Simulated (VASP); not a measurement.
The system is MnPt2.

```
Pt Mn
1.0
     2.85840    0.00000    0.00000
    -1.42920    2.47545    0.00000
     0.00000    0.00000    6.53250
Pt Mn
2 1
Direct
  0.66667 0.33333 0.31621
  0.33333 0.66667 0.68379
  0.00000 0.00000 0.00000
```

Base run:

| Property | Result |
| --- | --- |
| Program | VASP 6.6.1 |
| Functional | PBEsol |
| Potentials or basis | VASP PAW PBE potentials, release 64 (Pt, Mn_pv) |
| Cutoff | 520 eV |
| k mesh | 11 × 11 × 4 |
| Occupations | fermi-dirac, width 0.05 eV |
| Spin | collinear spin, ferromagnetic start |
| Starting moments | [0.0, 0.0, 4.0] μB |

Its results: pressure -9.3 GPa; net moment 4.52 μB per cell; site moments Pt +0.30; Mn +3.74 μB; largest force 0.038 eV/Å.

**Question.** The run is repeated on the same cell with these changes: functional from PBEsol to LDA; potentials or basis from VASP PAW PBE potentials, release 64 (Pt, Mn_pv) to VASP PAW LDA potentials, release 64 (Pt, Mn_pv). What comes out?

**Answer.** Pressure -16.1 GPa; net moment 4.16 μB per cell; site moments Pt +0.25; Mn +3.49 μB; largest force 0.099 eV/Å.

Caveats: the cell stands under tension; the PAW data sets were made with another functional, which shifts forces and pressure a little (at least some runs).
